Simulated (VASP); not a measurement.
Input of a VASP 6.6.1 run:

POSCAR

```
CsBr
1.0
    4.1380875024      0.0000000000      0.0000000000
    0.0000000000      4.1380875024      0.0000000000
    0.0000000000      0.0000000000      4.1380875024
Cs Br
1 1
Direct
    0.0000000000      0.0000000000      0.0000000000
    0.5000000000      0.5000000000      0.5000000000
```

The input INCAR.step1:

```
PREC = Accurate
ENCUT = 550
ISMEAR = -1
SIGMA = 0.03
LREAL = False
LASPH = True
NELM = 120
NBANDS = 15
GGA = PE
ALGO = Normal
EDIFF = 1E-5
LWAVE = True
LCHARG = False
GGA_COMPAT = False
```

File INCAR.step2:

```
PREC = Accurate
ENCUT = 550
EDIFF = 1E-6
ISMEAR = -1
SIGMA = 0.03
LREAL = False
LASPH = True
NELM = 120
ALGO = Normal
ISIF = 2
LWAVE = False
LCHARG = False
METAGGA = R2SCAN
LMIXTAU = True
NBANDS = 15
ISTART = 1
GGA_COMPAT = False
```

The input KPOINTS:

```
regular mesh
0
Gamma
  7 7 7
```

Potentials or basis: VASP PAW PBE potentials, release 64 (Cs_sv, Br).

Command:

```console
$ cat potpaw_PBE.64/Cs_sv/POTCAR potpaw_PBE.64/Br/POTCAR > POTCAR
$ cp INCAR.step1 INCAR
$ mpirun -np 1 vasp_std > vasp.out
$ cp INCAR.step2 INCAR
$ mpirun -np 1 vasp_std > vasp.out
```

(1) Estimate the pressure.

(2) Estimate the band gap on the k mesh.

## Answers

(1) 2.9 GPa.

(2) 5.23 eV.

Caveat: the PAW data sets were made with another functional, which shifts forces and pressure a little; spin-orbit coupling is left out, which moves the levels of the heavy elements; an odd mesh through Γ misses points on the zone boundary, where band edges can lie.
